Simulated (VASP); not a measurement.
Runs of VASP 6.6.1 on Y. The structure is that of space group Fm-3m (No. 225), or close to it. The cells are those of the table. 

```csv
task,cell,k mesh,cutoff (eV),gap on the mesh (eV),pressure (GPa)
single point,"a = 3.518 Å, angles 60.0°, 1 atom",12 × 12 × 12,520,none,(a)
single point,"a = 3.757 Å, angles 60.0°, 1 atom",12 × 12 × 12,520,none,(b)
single point,"a = 3.617 Å, angles 60.0°, 1 atom",12 × 12 × 12,520,none,0.0
relaxation of cell and atoms,"relaxed from a = 3.601 Å, angles 60.0°, 1 atom",11 × 11 × 11,600,none,0.0
single point,"a = 3.711 Å, angles 60.0°, 1 atom",12 × 12 × 12,520,none,-2.5
single point,"a = 3.665 Å, angles 60.0°, 1 atom",12 × 12 × 12,520,none,-1.4
single point,"a = 3.617 Å, angles 60.0°, 1 atom",11 × 11 × 11,520,none,-0.1
```

Alike in all rows: level BLYP; potentials or basis VASP PAW PBE potentials, release 64 (Y_sv); no spin polarisation; smearing fermi-dirac 0.1 eV.

Q: Estimate the missing entries.

A: (a) 3.5; (b) -3.5.

Caveats: the PAW data sets were made with another functional, which shifts forces and pressure a little.

A k mesh can miss the band edges, and the runs leave out spin-orbit coupling on Y.

A gap of «none» marks levels without a gap at the run's occupations.
